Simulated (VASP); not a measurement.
Set up this calculation in VASP 6.6.1, as the native input.

* Task: single point
* Functional: PBE
* Potentials or basis: VASP PAW PBE potentials, release 64 (Sn_d, O)
* Cutoff: 520 eV
* k mesh: 1 × 1 × 1, shifted
* Occupations: gaussian, width 0.01 eV
* Spin: no spin polarisation
* Dipole correction: no
* Further INCAR settings: LREAL = Auto; ALGO = Normal; EDIFF = 1e-07; NBANDS = 122

The structure of SnO2 (SnO2 (P4_2/mnm)) lies in POSCAR:

```
SnO2
1.0
    4.8274600320      4.8274600320      0.0000000000
   -4.8274600320      4.8274600320      0.0000000000
    0.0000000000      0.0000000000      6.4759066843
Sn O
8 16
Direct
    0.0000000000      0.5000000000      0.2500000000
    0.5000000000      0.0000000000      0.2500000000
    0.0000000000      0.0000000000      0.0000000000
    0.5000000000      0.5000000000      0.0000000000
    0.0000000000      0.5000000000      0.7500000000
    0.5000000000      0.0000000000      0.7500000000
    0.0000000000      0.0000000000      0.5000000000
    0.5000000000      0.5000000000      0.5000000000
    0.0000000000      0.8065971048      0.2500000000
    0.5000000000      0.3065971048      0.2500000000
    0.0000000000      0.1934028952      0.2500000000
    0.5000000000      0.6934028952      0.2500000000
    0.3065971048      0.0000000000      0.0000000000
    0.8065971048      0.5000000000      0.0000000000
    0.1934028952      0.5000000000      0.0000000000
    0.6934028952      0.0000000000      0.0000000000
    0.0000000000      0.8065971048      0.7500000000
    0.5000000000      0.3065971048      0.7500000000
    0.0000000000      0.1934028952      0.7500000000
    0.5000000000      0.6934028952      0.7500000000
    0.3065971048      0.0000000000      0.5000000000
    0.8065971048      0.5000000000      0.5000000000
    0.1934028952      0.5000000000      0.5000000000
    0.6934028952      0.0000000000      0.5000000000
```

These files were run (other wordings do the same):

INCAR

```
SYSTEM = SnO2
PREC = Accurate
ENCUT = 520
EDIFF = 1E-7
ISMEAR = 0
SIGMA = 0.01
LREAL = Auto
LASPH = .True.
NELM = 100
ALGO = Normal
ISIF = 2
LWAVE = .False.
LCHARG = .False.
GGA = PE
NBANDS = 122
```

KPOINTS

```
Automatic mesh
0
Gamma
  1 1 1
  0.25 0.25 0.25
```

Potentials or basis: VASP PAW PBE potentials, release 64 (Sn_d, O).

Run with:

```bash
$ cat potpaw_PBE.64/Sn_d/POTCAR potpaw_PBE.64/O/POTCAR > POTCAR
$ mpirun -np 1 vasp_std > vasp.out
```

It gave:

```
Pressure               : 0.6 GPa
Largest force          : 0.009 eV/Å
Band gap on the k mesh : 2.87 eV
```

Caveat: the k points lie up to 0.97 Å⁻¹ apart; spin-orbit coupling is left out, which moves the levels of the heavy elements.

Run time: 2.3 min on 1 thread of Intel(R) Xeon(R) Platinum 8488C (Sapphire Rapids), with other jobs on the host, peak memory 0.34 GiB.
